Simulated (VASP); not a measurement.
# SnO2 (P4_2/mnm) in VASP: a series of runs

Runs on SnO2. Level: PBE. Tasks: relaxation of shape and atoms at fixed volume, single point.

Program: VASP 6.6.1. These are calculated values, not measurements. Logs are shortened: lines on timing, memory, paths and dates and some standing lists are left out, and cuts for length are marked.

## 1. The cell of the first run

It takes space group P4_2/mnm (No. 136, tetragonal). The conventional cell has a = 4.955 Å, b = 4.955 Å, c = 3.288 Å, α = 90.00°, β = 90.00°, γ = 90.00°. Within 2.8 Å of Sn (site symmetry mmm) lie 6 O at 2.13 to 2.16 Å. O (site symmetry m2m) has 3 Sn at 2.13 to 2.16 Å and 1 O at 2.70 Å within 2.8 Å.

## 2. Relaxation of shape and atoms at fixed volume, PBE (13.46 Å³/atom)

File INCAR:

```
  PREC = Accurate
  ENCUT = 600
  EDIFF = 1E-7
  ISMEAR = 0
  SIGMA = 0.05
  LREAL = F
  LASPH = T
  NELM = 80
  ALGO = Normal
  ISIF = 4
  LWAVE = F
  LCHARG = F
  GGA = PE
  IBRION = 2
  NSW = 60
  EDIFFG = -0.01
```

File KPOINTS:

```
Automatic mesh
0
Gamma
  6 6 10
```

File POSCAR:

```
SnO2
1.0
    4.9553656516      0.0000000000      0.0000000000
    0.0000000000      4.9553656516      0.0000000000
    0.0000000000      0.0000000000      3.2883702013
Sn O
2 4
Direct
    0.0000000000      0.0000000000      0.0000000000
    0.5000000000      0.5000000000      0.5000000000
    0.3076462249      0.3076462249      0.0000000000
    0.8076462249      0.1923537751      0.5000000000
    0.1923537751      0.8076462249      0.5000000000
    0.6923537751      0.6923537751      0.0000000000
```

Potentials or basis: VASP PAW PBE potentials, release 64 (Sn_d, O).

Run with:

```
$ cat potpaw_PBE.64/Sn_d/POTCAR potpaw_PBE.64/O/POTCAR > POTCAR
$ mpirun -np 1 vasp_std > vasp.out
```

OUTCAR:

```text
PREC = Accurate
   ENCUT = 600
   EDIFF = 1E-7
   ISMEAR = 0
   LREAL = F
   LASPH = T
   NELM = 80
   ISIF = 4
   GGA = PE
   IBRION = 2
   NSW = 60
   EDIFFG = -0.01

 ion  position               nearest neighbor table
   1  0.000  0.000  0.000-   4 2.13   5 2.13   4 2.13   5 2.13   3 2.16   6 2.16
   2  0.500  0.500  0.500-   3 2.13   6 2.13   3 2.13   6 2.13   5 2.16   4 2.16
   3  0.308  0.308  0.000-   2 2.13   2 2.13   1 2.16
   4  0.808  0.192  0.500-   1 2.13   1 2.13   2 2.16
   5  0.192  0.808  0.500-   1 2.13   1 2.13   2 2.16
   6  0.692  0.692  0.000-   2 2.13   2 2.13   1 2.16

  LATTYP: Found a simple tetragonal cell.
 ALAT       =     4.9553656516
 C/A-ratio  =     0.6635978922

  Lattice vectors:

 A1 = (   4.9553656516,   0.0000000000,   0.0000000000)
 A2 = (   0.0000000000,   4.9553656516,   0.0000000000)
 A3 = (   0.0000000000,   0.0000000000,   3.2883702013)

Analysis of symmetry for initial positions (statically):
=====================================================================
 Subroutine PRICEL returns:
 Original cell was already a primitive cell.

 Routine SETGRP: Setting up the symmetry group for a
 simple tetragonal supercell.

 Subroutine GETGRP returns: Found 16 space group operations
 (whereof  8 operations were pure point group operations)
 out of a pool of 16 trial point group operations.

The static configuration has the point symmetry D_2h.
 The point group associated with its full space group is D_4h.

Analysis of symmetry for dynamics (positions and initial velocities):
=====================================================================
 Subroutine PRICEL returns:
 Original cell was already a primitive cell.

 Routine SETGRP: Setting up the symmetry group for a
 simple tetragonal supercell.

 Subroutine GETGRP returns: Found 16 space group operations
 (whereof  8 operations were pure point group operations)
 out of a pool of 16 trial point group operations.

The dynamic configuration has the point symmetry D_2h.
 The point group associated with its full space group is D_4h.

 Subroutine INISYM returns: Found 16 space group operations
 (whereof  8 operations are pure point group operations),
 and found     1 'primitive' translations

----------------------------------------------------------------------------------------

                                     Primitive cell

  volume of cell :      80.7481

  direct lattice vectors                    reciprocal lattice vectors
     4.955365652  0.000000000  0.000000000     0.201801455  0.000000000  0.000000000
     0.000000000  4.955365652  0.000000000     0.000000000  0.201801455  0.000000000
     0.000000000  0.000000000  3.288370201     0.000000000  0.000000000  0.304102014

  length of vectors
     4.955365652  4.955365652  3.288370201     0.201801455  0.201801455  0.304102014

  position of ions in fractional coordinates (direct lattice)
     0.000000000  0.000000000  0.000000000
     0.500000000  0.500000000  0.500000000
     0.307646225  0.307646225  0.000000000
     0.807646225  0.192353775  0.500000000
     0.192353775  0.807646225  0.500000000
     0.692353775  0.692353775  0.000000000

  ion indices of the primitive-cell ions
   primitive index   ion index
                 1           1
                 2           2
                 3           3
                 4           4
                 5           5
                 6           6

----------------------------------------------------------------------------------------

 KPOINTS: Automatic mesh

Automatic generation of k-mesh.
 Grid dimensions read from file:
 generate k-points for:    6    6   10

 Generating k-lattice:

  Cartesian coordinates                     Fractional coordinates (reciprocal lattice)
     0.033633576  0.000000000  0.000000000     0.166666667  0.000000000  0.000000000
     0.000000000  0.033633576  0.000000000     0.000000000  0.166666667  0.000000000
     0.000000000  0.000000000  0.030410201     0.000000000  0.000000000  0.100000000

  Length of vectors
     0.033633576  0.033633576  0.030410201

  Shift w.r.t. Gamma in fractional coordinates (k-lattice)
     0.000000000  0.000000000  0.000000000

 Subroutine IBZKPT returns following result:
 ===========================================

 Found     60 irreducible k-points:

 Following reciprocal coordinates:
            Coordinates               Weight
  0.000000  0.000000  0.000000      1.000000
  0.166667  0.000000  0.000000      4.000000
  0.333333  0.000000  0.000000      4.000000
  0.500000  0.000000  0.000000      2.000000
  0.166667  0.166667  0.000000      4.000000
  0.333333  0.166667  0.000000      8.000000
[... 16 lines left out ...]
  0.333333  0.000000  0.200000      8.000000
  0.500000  0.000000  0.200000      4.000000
 [... further k-points ...]
   k-points           NKPTS =     60   k-points in BZ     NKDIM =     60   number of bands    NBANDS=     31
   number of dos      NEDOS =    301   number of ions     NIONS =      6
   total plane-waves  NPLWV =  44800
   dimension x,y,z NGX =    40 NGY =   40 NGZ =   28
   dimension x,y,z NGXF=    80 NGYF=   80 NGZF=   56
   ions per type =               2   4
   NGX,Y,Z   is equivalent  to a cutoff of  13.42, 13.42, 14.16 a.u.
   NGXF,Y,Z  is equivalent  to a cutoff of  26.84, 26.84, 28.31 a.u.
 SYSTEM =  unknown system
   PREC   = accura    normal or accurate (medium, high low for compatibility)
   ISTART =      0    job   : 0-new  1-cont  2-samecut
   ICHARG =      2    charge: 1-file 2-atom 10-const
   ISPIN  =      1    spin polarized calculation?
   LNONCOLLINEAR =      F non collinear calculations
   LSORBIT =      F    spin-orbit coupling
   LASPH  =      T    aspherical Exc in radial PAW
   ENCUT  =  600.0 eV  44.10 Ry    6.64 a.u.   9.90  9.90  6.57*2*pi/ulx,y,z
   NELM   =     80;   NELMIN=  2; NELMDL= -5     # of ELM steps
   EDIFF  = 0.1E-06   stopping-criterion for ELM
   LREAL  =      F    real-space projection
   EDIFFG = -.1E-01   stopping-criterion for IOM
   NSW    =     60    number of steps for IOM
   IBRION =      2    ionic relax: 0-MD 1-quasi-New 2-CG
   NFREE  =      1    steps in history (QN), initial steepest desc. (CG)
   ISIF   =      4    stress and relaxation
   ISYM   =      2    0-nonsym 1-usesym 2-fastsym
   POTIM  = 0.5000    time-step for ionic-motion
   TEBEG  =    0.0;   TEEND  =   0.0 temperature during run
   PSTRESS=    0.0 pullay stress
   NELECT =      52.0000    total number of electrons
   NUPDOWN=      -1.0000    fix difference up-down
   EMIN   =  10.00;   EMAX   =-10.00  energy-range for DOS
   EFERMI =   0.00;   METHOD = LEGACY
   ISMEAR =     0;   SIGMA  =   0.05  broadening in eV -4-tet -1-fermi 0-gaus
   EFERMI_NEDOS =   21; number of points for ismear=-14 and -15
   IALGO  =     38    algorithm
   IMIX   =      4    mixing-type and parameters
     AMIX     =   0.40;   BMIX     =  1.00
     AMIX_MAG =   1.60;   BMIX_MAG =  1.00
  volume/ion in A,a.u.               =      13.46        90.82
  Fermi-wavevector in a.u.,A,eV,Ry     =   1.413726  2.671555 27.192892  1.998621
  Thomas-Fermi vector in A             =   2.535342
   LORBIT       =      0    0 simple, 1 ext, 2 COOP (PROOUT), +10 PAW based schemes
   GGA     = PE    functional components
   LHFCALC =     F    Hartree Fock is set to
   AEXX    =    0.0000 exact exchange contribution
   IVDW    =     0    specifies the selected vdW correction
   LEPSILON=     F    determine dielectric tensor
   LRPA    =     F    only Hartree local field effects (RPA)
 conjugate gradient relaxation of ions
 non-spin polarized calculation
 Gauss-broadening in eV      SIGMA  =   0.05
  energy-cutoff  :      600.00
  volume of cell :       80.75
 maximum number of plane-waves:      2720
 NGX is ok and might be reduce to    40
   NGX = 19   NGY = 19   NGZ = 13

--------------------------------------- Ionic step        1  -------------------------------------------

 number of electron      52.0000008 magnetization

 Free energy of the ion-electron system (eV)
  ---------------------------------------------------
  ext. energy  EPLUGINS =         0.00000000
  ---------------------------------------------------
  free energy    TOTEN  =       -37.17294700 eV

  energy without entropy =      -37.17282719  energy(sigma->0) =      -37.17288710

------------------------ aborting loop because EDIFF is reached ----------------------------------------

  FORCE on cell =-STRESS in cart. coord.  units (eV):
  Direction    XX          YY          ZZ          XY          YZ          ZX
  --------------------------------------------------------------------------------------
  -------------------------------------------------------------------------------------
  Total       -4.5711972     -4.5711972     -5.2286606      0.0000000      0.0000000      0.0000000
  in kB      -90.7002364    -90.7002364   -103.7454167      0.0000000      0.0000000      0.0000000
  external PRESSURE =     -95.0486298 kB  Pullay stress =       0.0000000 kB
[... 65 lines left out ...]
  energy  without entropy=      -37.1754456385  energy(sigma->0) =      -37.17547695

--------------------------------------- Ionic step        3  -------------------------------------------

 number of electron      51.9999999 magnetization

 Free energy of the ion-electron system (eV)
  ---------------------------------------------------
  ext. energy  EPLUGINS =         0.00000000
  ---------------------------------------------------
  free energy    TOTEN  =       -37.17583354 eV

  energy without entropy =      -37.17579231  energy(sigma->0) =      -37.17581293

 E-fermi :   4.8318     XC(G=0): -10.6144

 val. band max:        4.7737160633   @ k =   0.0000   0.0000   0.0000
 cond. band min:       4.8896754082   @ k =   0.0000   0.0000   0.0000
 fundamental gap:      0.1159593448
 Fermi energy:         4.8317834766

 k-point     1 :       0.0000    0.0000    0.0000
  band No.  band energies     occupation
      1     -16.1982      2.00000
      2     -15.7034      2.00000
      3     -15.5312      2.00000
      4     -15.5040      2.00000
      5     -15.5040      2.00000
      6     -15.4473      2.00000
[... 805 lines left out ...]
     30      12.4879      0.00000
     31      13.3664      0.00000

 [... further k-points ...]

------------------------ aborting loop because EDIFF is reached ----------------------------------------

  FORCE on cell =-STRESS in cart. coord.  units (eV):
  Direction    XX          YY          ZZ          XY          YZ          ZX
  --------------------------------------------------------------------------------------
  -------------------------------------------------------------------------------------
  Total       -4.5441338     -4.5441338     -4.5841017     -0.0000000      0.0000000      0.0000000
  in kB      -90.1632535    -90.1632535    -90.9562839     -0.0000000      0.0000000      0.0000000
  external PRESSURE =     -90.4275970 kB  Pullay stress =       0.0000000 kB
[... 21 lines left out ...]
  FREE ENERGIE OF THE ION-ELECTRON SYSTEM (eV)
  ---------------------------------------------------
  free  energy   TOTEN  =       -37.1758335375 eV

  energy  without entropy=      -37.1757923137  energy(sigma->0) =      -37.17581293

 reached required accuracy - stopping structural energy minimisation
```

Run time: 2.5 min. Hardware: 1 thread of Intel Xeon 6975P-C (Granite Rapids), shared host; peak memory 0.3 GiB.

What came out:

```
Free energy                  : -37.1758 eV
Energy gained by relaxing    : 0.5 meV/atom
Ionic steps                  : 3
Pressure after relaxing      : -9.0 GPa
Largest force after relaxing : 0.005 eV/Å
Band gap on the k mesh       : 0.12 eV
```

Forces in eV/Å, atoms in the order of the input:
```
Sn   0.000  0.000  0.000
Sn   0.000  0.000  0.000
O   -0.003 -0.003  0.000
O   -0.003  0.003  0.000
O    0.003 -0.003  0.000
O    0.003  0.003  0.000
```

Step by step:
```csv
step,energy change (eV),largest force (eV/Å),pressure (GPa),volume (Å³)
1,0.0000,0.0886,-9.50,80.75
2,-0.0026,0.0247,-9.20,80.75
3,-0.0029,0.0049,-9.04,80.75
```

Final structure:
```yaml
crystal:
  lattice:
    - [4.96813, 0.00000, 0.00000]
    - [0.00000, 4.96813, 0.00000]
    - [0.00000, 0.00000, 3.27150]
  atoms:
    - { symbol: Sn, position: [0.00000, 0.00000, 0.00000] }
    - { symbol: Sn, position: [0.50000, 0.50000, 0.50000] }
    - { symbol: O, position: [0.30853, 0.30853, 0.00000] }
    - { symbol: O, position: [0.80853, 0.19147, 0.50000] }
    - { symbol: O, position: [0.19147, 0.80853, 0.50000] }
    - { symbol: O, position: [0.69147, 0.69147, 0.00000] }
```

Levels at points of the mesh, in eV from the valence-band top:
```tsv
k point	band 24	band 25	band 26	band 27	band 28	band 29
(0.00, 0.00, 0.00)	-0.70	-0.70	0.00	0.12	5.15	5.84
(0.50, 0.00, 0.00)	-1.18	-0.59	-0.59	3.25	3.25	6.54
(0.50, 0.50, 0.00)	-1.29	-0.81	-0.81	3.62	3.62	6.76
(0.00, 0.00, 0.50)	-1.35	-1.10	-1.10	4.93	4.93	8.86
(0.50, 0.00, 0.50)	-0.92	-0.80	-0.80	5.15	5.15	6.99
(0.50, 0.50, 0.50)	-0.89	-0.72	-0.72	3.83	3.83	8.15
```

Caveat: spin-orbit coupling is left out, which moves the levels of the heavy elements.

(Part 1 of 2 ends here.)
